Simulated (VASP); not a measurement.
# TiO2 (Pbcn) in VASP: relaxation of the atoms with PBE

Aim: the relaxation of the atoms of TiO2 with PBE.

Program: VASP 6.6.1. These are calculated values, not measurements. Logs are shortened: lines on timing, memory, paths and dates and some standing lists are left out, and cuts for length are marked.

### 1 The cell of the first run

It takes space group Pbcn (No. 60, orthorhombic). The conventional cell has a = 4.515 Å, b = 5.497 Å, c = 4.939 Å, α = 90.00°, β = 90.00°, γ = 90.00°. Within 2.5 Å of Ti (site symmetry 2) lie 6 O at 1.89 to 2.05 Å. O (site symmetry 1) has 3 Ti at 1.89 to 2.05 Å and 2 O at 2.51 to 2.52 Å within 2.6 Å.

### 2 Relaxation of the atoms, PBE

The input, INCAR:

```
SYSTEM = TiO2
PREC     = Accurate       ! precision mode
ENCUT    = 520            ! plane-wave cutoff, eV
EDIFF    = 1E-6           ! SCF threshold, eV
ISMEAR   = -1             ! smearing method
SIGMA    = 0.02           ! smearing width, eV
LREAL    = .FALSE.        ! projectors in reciprocal space
LASPH    = .TRUE.         ! aspherical terms in the spheres
NELM     = 60             ! most SCF steps
ALGO     = Normal         ! electronic algorithm
ISIF     = 2              ! what is computed and relaxed
LWAVE    = .FALSE.        ! write WAVECAR
LCHARG   = .FALSE.        ! write CHGCAR
GGA      = PE             ! functional
IBRION   = 2              ! ionic algorithm
NSW      = 80             ! ionic steps
EDIFFG   = -0.02          ! ionic threshold
KPAR     = 2
```

The input, KPOINTS:

```
Automatic mesh
0
G
  5 5 5
  0 0 0
```

The input, POSCAR:

```
TiO2
1.0
    4.5150000000      0.0000000000      0.0000000000
    0.0000000000      5.4970000000      0.0000000000
    0.0000000000      0.0000000000      4.9390000000
Ti O
4 8
Direct
    0.0000000000      0.1710000000      0.2500000000
    0.5000000000      0.3290000000      0.7500000000
    0.0000000000      0.8290000000      0.7500000000
    0.5000000000      0.6710000000      0.2500000000
    0.2860000000      0.3760000000      0.4120000000
    0.2140000000      0.1240000000      0.9120000000
    0.7860000000      0.1240000000      0.5880000000
    0.7140000000      0.3760000000      0.0880000000
    0.7140000000      0.6240000000      0.5880000000
    0.7860000000      0.8760000000      0.0880000000
    0.2140000000      0.8760000000      0.4120000000
    0.2860000000      0.6240000000      0.9120000000
```

Potentials or basis: VASP PAW PBE potentials, release 64 (Ti_sv, O).

On the command line:

```sh
$ cat potpaw_PBE.64/Ti_sv/POTCAR potpaw_PBE.64/O/POTCAR > POTCAR
$ mpirun -np 2 vasp_std > vasp.out
```

OUTCAR:

```text
SYSTEM = TiO2
   PREC = Accurate
   ENCUT = 520
   EDIFF = 1E-6
   ISMEAR = -1
   LREAL = .FALSE.
   LASPH = .TRUE.
   NELM = 60
   ISIF = 2
   GGA = PE
   IBRION = 2
   NSW = 80
   EDIFFG = -0.02

 ion  position               nearest neighbor table
   1  0.000  0.171  0.250-   5 1.89   8 1.89   7 1.95   6 1.95  10 2.05  11 2.05
   2  0.500  0.329  0.750-   6 1.89   7 1.89   5 1.95   8 1.95   9 2.05  12 2.05
   3  0.000  0.829  0.750-   9 1.89  12 1.89  11 1.95  10 1.95   6 2.05   7 2.05
   4  0.500  0.671  0.250-  10 1.89  11 1.89   9 1.95  12 1.95   5 2.05   8 2.05
   5  0.286  0.376  0.412-   1 1.89   2 1.95   4 2.05
   6  0.214  0.124  0.912-   2 1.89   1 1.95   3 2.05
   7  0.786  0.124  0.588-   2 1.89   1 1.95   3 2.05
   8  0.714  0.376  0.088-   1 1.89   2 1.95   4 2.05
   9  0.714  0.624  0.588-   3 1.89   4 1.95   2 2.05
  10  0.786  0.876  0.088-   4 1.89   3 1.95   1 2.05
  11  0.214  0.876  0.412-   4 1.89   3 1.95   1 2.05
  12  0.286  0.624  0.912-   3 1.89   4 1.95   2 2.05

  LATTYP: Found a simple orthorhombic cell.
 ALAT       =     4.5150000000
 B/A-ratio  =     1.0939091916
 C/A-ratio  =     1.2174972315

  Lattice vectors:

 A1 = (  -4.5150000000,   0.0000000000,   0.0000000000)
 A2 = (   0.0000000000,   0.0000000000,   4.9390000000)
 A3 = (   0.0000000000,   5.4970000000,   0.0000000000)

Analysis of symmetry for initial positions (statically):
=====================================================================
 Subroutine PRICEL returns:
 Original cell was already a primitive cell.

 Routine SETGRP: Setting up the symmetry group for a
 simple orthorhombic supercell.

 Subroutine GETGRP returns: Found  8 space group operations
 (whereof  2 operations were pure point group operations)
 out of a pool of  8 trial point group operations.

The static configuration has the point symmetry S_2 .
 The point group associated with its full space group is D_2h.

Analysis of symmetry for dynamics (positions and initial velocities):
=====================================================================
 Subroutine PRICEL returns:
 Original cell was already a primitive cell.

 Routine SETGRP: Setting up the symmetry group for a
 simple orthorhombic supercell.

 Subroutine GETGRP returns: Found  8 space group operations
 (whereof  2 operations were pure point group operations)
[... 141 lines left out ...]
   IMIX   =      4    mixing-type and parameters
     AMIX     =   0.40;   BMIX     =  1.00
     AMIX_MAG =   1.60;   BMIX_MAG =  1.00
  volume/ion in A,a.u.               =      10.22        68.93
  Fermi-wavevector in a.u.,A,eV,Ry     =   1.509006  2.851609 30.981829  2.277100
  Thomas-Fermi vector in A             =   2.619386
   LORBIT       =      0    0 simple, 1 ext, 2 COOP (PROOUT), +10 PAW based schemes
   GGA     = PE    functional components
   LHFCALC =     F    Hartree Fock is set to
   AEXX    =    0.0000 exact exchange contribution
   IVDW    =     0    specifies the selected vdW correction
   LEPSILON=     F    determine dielectric tensor
   LRPA    =     F    only Hartree local field effects (RPA)
 conjugate gradient relaxation of ions
 non-spin polarized calculation
  energy-cutoff  :      520.00
  volume of cell :      122.58
 maximum number of plane-waves:      3311
 NGX is ok and might be reduce to    36
   NGX = 17   NGY = 21   NGZ = 19

--------------------------------------- Ionic step        1  -------------------------------------------

 number of electron      95.9999961 magnetization

 Free energy of the ion-electron system (eV)
  ---------------------------------------------------
  ext. energy  EPLUGINS =         0.00000000
  ---------------------------------------------------
  free energy    TOTEN  =      -107.13302341 eV

  energy without entropy =     -107.13302341  energy(sigma->0) =     -107.13302341

------------------------ aborting loop because EDIFF is reached ----------------------------------------

  FORCE on cell =-STRESS in cart. coord.  units (eV):
  Direction    XX          YY          ZZ          XY          YZ          ZX
  --------------------------------------------------------------------------------------
  -------------------------------------------------------------------------------------
  Total        7.5941734      4.6650895      4.9895430      0.0000000      0.0000000      0.0000000
  in kB       99.2586976     60.9744712     65.2152002      0.0000000      0.0000000      0.0000000
  external PRESSURE =      75.1494563 kB  Pullay stress =       0.0000000 kB
[... 119 lines left out ...]
  FREE ENERGIE OF THE ION-ELECTRON SYSTEM (eV)
  ---------------------------------------------------
  free  energy   TOTEN  =      -107.2765762551 eV

  energy  without entropy=     -107.2765762551  energy(sigma->0) =     -107.27657626

[... ionic steps 4 to 7 ...]

--------------------------------------- Ionic step        8  -------------------------------------------

 number of electron      96.0000012 magnetization

------------------------ aborting loop because EDIFF is reached ----------------------------------------
[... 87 lines left out ...]
--------------------------------------- Ionic step       10  -------------------------------------------

 number of electron      96.0000011 magnetization

 Free energy of the ion-electron system (eV)
  ---------------------------------------------------
  ext. energy  EPLUGINS =         0.00000000
  ---------------------------------------------------
  free energy    TOTEN  =      -107.33379605 eV

  energy without entropy =     -107.33379605  energy(sigma->0) =     -107.33379605

 E-fermi :   5.3066     XC(G=0): -11.5514

 val. band max:        4.7191482323   @ k =   0.0000   0.0000   0.0000
 cond. band min:       7.3453583796   @ k =   0.0000   0.0000   0.0000
 fundamental gap:      2.6262101473
 Fermi energy:         5.3065620740

 k-point     1 :       0.0000    0.0000    0.0000
  band No.  band energies     occupation
      1     -51.7325      2.00000
      2     -51.7098      2.00000
      3     -51.7029      2.00000
      4     -51.6977      2.00000
      5     -28.1719      2.00000
      6     -28.0972      2.00000
[... 1429 lines left out ...]
     56       8.4225      0.00000
     57       8.5530      0.00000

 [... further k-points ...]

------------------------ aborting loop because EDIFF is reached ----------------------------------------

  FORCE on cell =-STRESS in cart. coord.  units (eV):
  Direction    XX          YY          ZZ          XY          YZ          ZX
  --------------------------------------------------------------------------------------
  -------------------------------------------------------------------------------------
  Total        5.2074136      4.9564764      3.0117429      0.0000000      0.0000000      0.0000000
  in kB       68.0628512     64.7830083     39.3646101      0.0000000      0.0000000      0.0000000
  external PRESSURE =      57.4034899 kB  Pullay stress =       0.0000000 kB
[... 27 lines left out ...]
  FREE ENERGIE OF THE ION-ELECTRON SYSTEM (eV)
  ---------------------------------------------------
  free  energy   TOTEN  =      -107.3337960456 eV

  energy  without entropy=     -107.3337960456  energy(sigma->0) =     -107.33379605

 reached required accuracy - stopping structural energy minimisation
```

CONTCAR:

```text
TiO2
   1.00000000000000
     4.5149999999999997    0.0000000000000000    0.0000000000000000
     0.0000000000000000    5.4969999999999999    0.0000000000000000
     0.0000000000000000    0.0000000000000000    4.9390000000000001
  Ti              O
     4     8
Direct
     0.0000000000000000    0.1738527797162615    0.2500000000000000
     0.5000000000000000    0.3261472202837385    0.7500000000000000
     0.0000000000000000    0.8261472202837387    0.7500000000000000
     0.5000000000000000    0.6738527797162613    0.2500000000000000
     0.2704095475062488    0.3823680235244067    0.4197244741766452
     0.2295904524937512    0.1176319764755933    0.9197244741766452
     0.7704095475062487    0.1176319764755933    0.5802755258233548
     0.7295904524937513    0.3823680235244067    0.0802755258233549
     0.7295904524937513    0.6176319764755935    0.5802755258233548
     0.7704095475062487    0.8823680235244065    0.0802755258233549
     0.2295904524937512    0.8823680235244065    0.4197244741766452
     0.2704095475062488    0.6176319764755935    0.9197244741766452

  0.00000000E+00  0.00000000E+00  0.00000000E+00
  0.00000000E+00  0.00000000E+00  0.00000000E+00
  0.00000000E+00  0.00000000E+00  0.00000000E+00
  0.00000000E+00  0.00000000E+00  0.00000000E+00
  0.00000000E+00  0.00000000E+00  0.00000000E+00
  0.00000000E+00  0.00000000E+00  0.00000000E+00
  0.00000000E+00  0.00000000E+00  0.00000000E+00
  0.00000000E+00  0.00000000E+00  0.00000000E+00
  0.00000000E+00  0.00000000E+00  0.00000000E+00
  0.00000000E+00  0.00000000E+00  0.00000000E+00
  0.00000000E+00  0.00000000E+00  0.00000000E+00
  0.00000000E+00  0.00000000E+00  0.00000000E+00
```

Run time: 9.2 min. Hardware: 2 MPI ranks of Intel Xeon Platinum 8259CL at 2.50GHz (Skylake/Cascade Lake), shared host; peak memory 0.32 GiB.

Results:

* Free energy: -107.3338 eV
* Energy gained by relaxing: 16.7 meV/atom
* Ionic steps: 10
* Pressure after relaxing: 5.7 GPa
* Largest force after relaxing: 0.010 eV/Å
* Band gap on the k mesh: 2.63 eV

Forces in eV/Å, atoms in the order of the input:
```
Ti   0.000  0.006  0.000
Ti   0.000 -0.006  0.000
Ti   0.000 -0.006  0.000
Ti   0.000  0.006  0.000
O   -0.007 -0.005 -0.005
O    0.007  0.005 -0.005
O   -0.007  0.005  0.005
O    0.007 -0.005  0.005
O    0.007  0.005  0.005
O   -0.007 -0.005  0.005
O    0.007 -0.005 -0.005
O   -0.007  0.005 -0.005
```

Step by step:
| step | energy change (eV) | largest force (eV/Å) | pressure (GPa) |
| --- | --- | --- | --- |
| 1 | 0.0000 | 0.6950 | 7.51 |
| 2 | -0.1258 | 0.3168 | 7.26 |
| 3 | -0.1436 | 0.3123 | 7.34 |
| 4 | -0.1790 | 0.1765 | 6.67 |
| 5 | -0.1933 | 0.1091 | 5.98 |
| 6 | -0.1933 | 0.1157 | 5.94 |
| 7 | -0.1969 | 0.0860 | 5.87 |
| 8 | -0.2005 | 0.0291 | 5.68 |
| 9 | -0.2005 | 0.0272 | 5.70 |
| 10 | -0.2008 | 0.0103 | 5.74 |

Final structure:
```cif
data_structure
_symmetry_space_group_name_H-M 'P 1'
_symmetry_Int_Tables_number 1
_cell_length_a 4.5150
_cell_length_b 5.4970
_cell_length_c 4.9390
_cell_angle_alpha 90.000
_cell_angle_beta 90.000
_cell_angle_gamma 90.000
_cell_volume 122.58
loop_
_atom_site_label
_atom_site_type_symbol
_atom_site_fract_x
_atom_site_fract_y
_atom_site_fract_z
_atom_site_occupancy
Ti1 Ti 0.00000 0.17385 0.25000 1
Ti2 Ti 0.50000 0.32615 0.75000 1
Ti3 Ti 0.00000 0.82615 0.75000 1
Ti4 Ti 0.50000 0.67385 0.25000 1
O1 O 0.27041 0.38237 0.41972 1
O2 O 0.22959 0.11763 0.91972 1
O3 O 0.77041 0.11763 0.58028 1
O4 O 0.72959 0.38237 0.08028 1
O5 O 0.72959 0.61763 0.58028 1
O6 O 0.77041 0.88237 0.08028 1
O7 O 0.22959 0.88237 0.41972 1
O8 O 0.27041 0.61763 0.91972 1
```
